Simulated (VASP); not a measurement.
NaH: single point with HSE06

Crystal: NaH.

```
Na H
1.0
     0.00000    2.39751    2.39751
     2.39751    0.00000    2.39751
     2.39751    2.39751    0.00000
Na H
1 1
Direct
  0.00000 0.00000 0.00000
  0.50000 0.50000 0.50000
```

```yaml
Program: VASP 6.6.1
Task: single point
Functional: HSE06
Potentials_or_basis: VASP PAW PBE potentials, release 64 (Na_pv, H)
Cutoff: 520 eV
k_mesh: 4 × 4 × 4
Occupations: gaussian, width 0.01 eV
Spin: no spin polarisation
```

```json
{
  "Pressure": "0.2 GPa",
  "Band gap on the k mesh": "4.85 eV (least direct gap 5.81 eV)"
}
```

Levels at points of the mesh, in eV from the valence-band top:
```csv
k point,band 2,band 3,band 4,band 5,band 6,band 7
"(0.00, 0.00, 0.00)",-24.35,-24.35,-4.02,12.19,17.18,17.18
"(0.50, 0.00, 0.00)",-24.36,-24.36,-0.97,4.85,12.33,14.94
"(0.50, 0.50, 0.00)",-24.38,-24.38,-0.19,5.72,11.35,12.13
```

Run time: 31 s on 1 thread of Intel(R) Xeon(R) 6975P-C (Granite Rapids), on a shared host, peak memory 0.25 GiB.

Caveat: the k points lie up to 0.57 Å⁻¹ apart; the PAW data sets were made with another functional, which shifts forces and pressure a little. A k mesh can miss the band edges.
